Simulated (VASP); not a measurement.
# VN (Fm-3m) in VASP: a series of runs, part 2 of 2

VASP 6.6.1. Earlier steps stand in the parts before.

## 3. Single point, PBE, collinear spin, ferromagnetic start

Contents of INCAR:

```
ALGO = Normal
EDIFF = 1E-6
ENCUT = 600
GGA = PE
GGA_COMPAT = False
ISIF = 2
ISMEAR = -1
ISPIN = 2
LASPH = True
LCHARG = False
LMAXMIX = 4
LORBIT = 11
LREAL = False
LWAVE = False
MAGMOM = 0.3 0
NBANDS = 20
NELM = 200
PREC = Accurate
SIGMA = 0.08617333262145177
```

Contents of KPOINTS:

```
k-points
0
Gamma
  6 6 6
```

Contents of POSCAR:

```
VN
1.0
    0.0000000000      2.0624650000      2.0624650000
    2.0624650000      0.0000000000      2.0624650000
    2.0624650000      2.0624650000      0.0000000000
V N
1 1
Direct
    0.0000000000      0.0000000000      0.0000000000
    0.5000000000      0.5000000000      0.5000000000
```

Potentials or basis: VASP PAW PBE potentials, release 64 (V_sv, N).

The run is started by

```
> cat potpaw_PBE.64/V_sv/POTCAR potpaw_PBE.64/N/POTCAR > POTCAR
> mpirun -np 1 vasp_std > vasp.out
```

OUTCAR:

```text
EDIFF = 1E-6
   ENCUT = 600
   GGA = PE
   ISIF = 2
   ISMEAR = -1
   ISPIN = 2
   LASPH = True
   LORBIT = 11
   LREAL = False
   NELM = 200
   PREC = Accurate

 ion  position               nearest neighbor table
   1  0.000  0.000  0.000-   2 2.06   2 2.06   2 2.06   2 2.06   2 2.06   2 2.06
   2  0.500  0.500  0.500-   1 2.06   1 2.06   1 2.06   1 2.06   1 2.06   1 2.06

  LATTYP: Found a face centered cubic cell.
 ALAT       =     4.1249300000

  Lattice vectors:

 A1 = (   0.0000000000,   2.0624650000,   2.0624650000)
 A2 = (   2.0624650000,   0.0000000000,   2.0624650000)
[... 937 lines left out ...]

 VOLUME and BASIS-vectors are now :
 -----------------------------------------------------------------------------
  energy-cutoff  :      600.00
  volume of cell :       17.55
      direct lattice vectors                 reciprocal lattice vectors
     0.000000000  2.062465000  2.062465000    -0.242428356  0.242428356  0.242428356
     2.062465000  0.000000000  2.062465000     0.242428356 -0.242428356  0.242428356
     2.062465000  2.062465000  0.000000000     0.242428356  0.242428356 -0.242428356

 POSITION                                       TOTAL-FORCE (eV/Angst)
 -----------------------------------------------------------------------------------
      0.00000      0.00000      0.00000         0.000000     -0.000000      0.000000
      2.06246      2.06246      2.06246         0.000000      0.000000     -0.000000
 -----------------------------------------------------------------------------------
    total drift:                                0.000000     -0.000000     -0.000000

  FREE ENERGIE OF THE ION-ELECTRON SYSTEM (eV)
  ---------------------------------------------------
  free  energy   TOTEN  =       -19.2934600366 eV

  energy  without entropy=      -19.2426715250  energy(sigma->0) =      -19.26806578

 total charge

# of ion       s       p       d       tot
------------------------------------------
    1        2.238   6.276   3.150  11.664
    2        1.244   2.503   0.000   3.747
--------------------------------------------------
tot          3.481   8.779   3.150  15.411

 magnetization (x)

# of ion       s       p       d       tot
------------------------------------------
    1        0.002   0.002   0.338   0.342
    2       -0.001  -0.008   0.000  -0.008
--------------------------------------------------
tot          0.001  -0.006   0.338   0.334
```

Wall time 17 s (1 thread of Intel Xeon Platinum 8488C (Sapphire Rapids), shared host); peak memory 0.15 GiB.

Results:

```
Free energy                                           : -19.2935 eV
Pressure                                              : 0.2 GPa
Net moment                                            : 0.35 μB per cell
Site moments                                          : V +0.34; N -0.01 μB
Valence electrons inside the program's atomic spheres : V 11.66; N 3.75
```

Caveat: the k points lie up to 0.44 Å⁻¹ apart. With open d or f shells a metallic result of PBE can be an artefact of self-interaction; +U or a hybrid may open a gap.

## 4. Single point, PBE, collinear spin, ferromagnetic start

Contents of INCAR:

```
PREC     = Accurate       # precision mode
ENCUT    = 600            # plane-wave cutoff, eV
EDIFF    = 1E-6           # SCF threshold, eV
ISMEAR   = 0              # smearing method
SIGMA    = 0.26           # smearing width, eV
LREAL    = F              # projectors in reciprocal space
LASPH    = T              # aspherical terms in the spheres
NELM     = 200            # most SCF steps
ALGO     = Normal         # electronic algorithm
ISIF     = 2              # what is computed and relaxed
LWAVE    = F              # write WAVECAR
LCHARG   = F              # write CHGCAR
ISPIN    = 2              # spin polarisation
MAGMOM   = 0.3 0          # initial moments
LORBIT   = 11             # projections on sites
LMAXMIX  = 4              # l up to which the mixer works
GGA      = PE             # functional
NBANDS   = 20             # bands
GGA_COMPAT= F
```

Contents of KPOINTS:

```
Automatic mesh
0
Gamma
  6 6 6
```

POSCAR is that of step 3.

The run is started by

```
> cat potpaw_PBE.64/V_sv/POTCAR potpaw_PBE.64/N/POTCAR > POTCAR
> mpirun -np 1 vasp_std > vasp.out
```

Run time: 18 s. Hardware: 1 thread of Intel Xeon Platinum 8488C (Sapphire Rapids), shared host; peak memory 0.15 GiB.

The run converged. Its results:

* Free energy: -19.3023 eV
* Pressure: -0.1 GPa
* Band gap on the k mesh: zero (filled and empty bands overlap)
* Net moment: 0.01 μB per cell
* Valence electrons inside the program's atomic spheres: V 11.66; N 3.75

Levels at points of the mesh, in eV from the Fermi level:
Spin up:
```csv
k point,band 7,band 8,band 9,band 10,band 11,band 12
"(0.00, 0.00, 0.00)",-2.27,-2.27,-1.55,-1.55,-1.55,-0.49
"(0.50, 0.00, 0.00)",-6.11,-6.11,0.57,0.57,1.43,4.95
"(0.50, 0.50, 0.00)",-3.83,-3.70,-3.70,0.49,1.19,1.19
```
Spin down:
```
           k point  band 7  band 8  band 9  band 10  band 11  band 12
(0.00, 0.00, 0.00)   -2.27   -2.27   -1.54    -1.54    -1.54    -0.48
(0.50, 0.00, 0.00)   -6.11   -6.11    0.58     0.58     1.44     4.96
(0.50, 0.50, 0.00)   -3.82   -3.70   -3.70     0.49     1.20     1.20
```

Caveat: the k points lie up to 0.44 Å⁻¹ apart. With open d or f shells a metallic result of PBE can be an artefact of self-interaction; +U or a hybrid may open a gap.

## 5. Single point, PBE+D3(BJ), collinear spin, ferromagnetic start

Contents of INCAR:

```
SYSTEM = VN
  PREC = Accurate
  ENCUT = 600
  EDIFF = 1E-6
  ISMEAR = 1
  SIGMA = 0.038
  LREAL = .False.
  LASPH = .True.
  NELM = 200
  ALGO = Normal
  ISIF = 2
  LWAVE = .False.
  LCHARG = .False.
  ISPIN = 2
  MAGMOM = 0.3 0
  LORBIT = 11
  LMAXMIX = 4
  GGA = PE
  IVDW = 12
  NBANDS = 20
  GGA_COMPAT = .False.
```

Contents of KPOINTS:

```
regular mesh
0
Gamma
  6 6 6
  0 0 0
```

POSCAR is that of step 4.

The run is started by

```
> cat potpaw_PBE.64/V_sv/POTCAR potpaw_PBE.64/N/POTCAR > POTCAR
> mpirun -np 1 vasp_std > vasp.out
```

It took 15 s on 1 thread of Intel Xeon Platinum 8488C (Sapphire Rapids), shared host; peak memory 0.16 GiB.

It converged, with:

```
Free energy                                           : -20.1863 eV
Pressure                                              : -9.0 GPa
Net moment                                            : 0.31 μB per cell
Site moments                                          : V +0.31; N -0.01 μB
Valence electrons inside the program's atomic spheres : V 11.66; N 3.75
Dispersion energy per atom                            : -0.458 eV
```

Levels at points of the mesh, in eV from the Fermi level:
Spin up:
```
           k point  band 6  band 7  band 8  band 9  band 10  band 11  band 12  band 13
(0.00, 0.00, 0.00)   -2.30   -2.30   -2.30   -1.73    -1.73    -1.73    -0.60    -0.60
(0.50, 0.00, 0.00)   -8.99   -6.17   -6.17    0.37     0.37     1.26     4.86     4.86
(0.50, 0.50, 0.00)   -6.75   -3.99   -3.74   -3.74     0.37     0.98     0.98     2.54
```
Spin down:
```csv
k point,band 6,band 7,band 8,band 9,band 10,band 11,band 12,band 13
"(0.00, 0.00, 0.00)",-2.33,-2.33,-2.33,-1.40,-1.40,-1.40,-0.41,-0.41
"(0.50, 0.00, 0.00)",-8.91,-6.11,-6.11,0.73,0.73,1.56,4.99,4.99
"(0.50, 0.50, 0.00)",-6.72,-3.74,-3.74,-3.72,0.57,1.37,1.37,2.72
```

Caveat: the k points lie up to 0.44 Å⁻¹ apart; pairwise dispersion overbinds metals, which lowers pressure and volume. With open d or f shells a metallic result of PBE can be an artefact of self-interaction; +U or a hybrid may open a gap.

## 6. The runs side by side

| level | smearing | gap on the mesh (eV) | pressure (GPa) | moment (μB) |
| --- | --- | --- | --- | --- |
| PBE | gaussian 0.1 eV | none | -0.2 | 0.33 |
| PBE | fermi-dirac 0.0861733 eV | none | 0.2 | 0.35 |
| PBE | gaussian 0.26 eV | none | -0.1 | 0.01 |
| PBE+D3(BJ) | methfessel-paxton 0.038 eV | none | -9.0 | 0.31 |

Alike in all rows: task single point; potentials or basis VASP PAW PBE potentials, release 64 (V_sv, N); spin collinear, ferromagnetic start; cell as given; k mesh 6 × 6 × 6; cutoff (eV) 600.

Caveats: all runs use coarse meshes; pairwise dispersion overbinds metals, which lowers pressure and volume (some runs).

Total energies depend on the potentials used, so only differences within one code and one set of settings carry meaning.
